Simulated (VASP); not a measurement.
The system is Nb2B3C.

```
Nb B C
1.0
     3.01934    0.00000    0.00000
     0.00000    3.01934    0.00000
     0.00000    0.00000    6.70720
Nb B C
2 3 1
Direct
  0.50000 0.00000 0.73987
  0.00000 0.50000 0.26013
  0.50000 0.00000 0.38354
  0.00000 0.50000 0.61646
  0.00000 0.00000 0.00000
  0.50000 0.50000 0.00000
```

The cell was built from a structure type or drawn by symmetry, and may not be a known phase.

* Program: VASP 6.6.1
* Task: relaxation of cell and atoms
* Functional: PBE
* Potentials or basis: VASP PAW PBE potentials, release 64 (Nb_sv, B, C)
* Cutoff: 600 eV
* k mesh: 6 × 6 × 4
* Occupations: gaussian, width 0.1 eV
* Spin: no spin polarisation

At the start: pressure 7.5 GPa; volume 10.19 Å³/atom.

How do energy, volume and symmetry change on relaxing?

Over 19 steps the energy falls by 185.6 meV/atom and the volume is 10.15 Å³/atom (-0.4 %); space group P-4m2 (No. 115, to 0.1 Å) before and after.

Step by step:
| step | energy change (eV) | largest force (eV/Å) | pressure (GPa) | volume (Å³) |
| --- | --- | --- | --- | --- |
| 1 | 0.0000 | 1.5798 | 7.53 | 61.15 |
| 2 | -0.1380 | 0.8819 | -9.42 | 65.48 |
| 3 | -0.1587 | 0.8520 | -5.40 | 64.27 |
| 4 | -0.3841 | 0.9601 | -4.63 | 63.76 |
| 5 | -0.4523 | 1.0094 | -3.71 | 63.45 |
| 6 | -0.6818 | 1.2767 | 2.64 | 61.46 |
| 7 | -0.7597 | 1.6351 | 12.99 | 58.73 |
| 8 | -0.7739 | 1.5821 | 10.08 | 59.43 |
| 9 | -0.8965 | 1.2823 | 7.85 | 59.72 |
| 10 | -1.0107 | 0.7452 | 3.40 | 60.26 |
| 11 | -1.0755 | 0.4940 | 0.71 | 60.86 |
| 12 | -1.1005 | 0.2278 | -2.14 | 61.60 |
| 13 | -1.1006 | 0.2407 | -2.01 | 61.56 |
| 14 | -1.1064 | 0.1949 | -0.48 | 61.16 |
| 15 | -1.1074 | 0.1669 | 0.50 | 60.91 |
| 16 | -1.1094 | 0.1308 | 0.36 | 60.93 |
| 17 | -1.1121 | 0.1381 | -0.10 | 60.98 |
| 18 | -1.1133 | 0.0604 | -0.16 | 60.95 |
| 19 | -1.1137 | 0.0221 | -0.20 | 60.91 |

Final structure:
```xyz
6
Lattice="3.1743 0.0000 0.0000 0.0000 3.1743 0.0000 0.0000 0.0000 6.0452" Properties=species:S:1:pos:R:3 pbc="T T T"
Nb    1.5871    0.0000    4.2393
Nb    0.0000    1.5871    1.8060
B     1.5871    0.0000    1.9288
B     0.0000    1.5871    4.1164
B     0.0000    0.0000    0.0000
C     1.5871    1.5871    0.0000
```
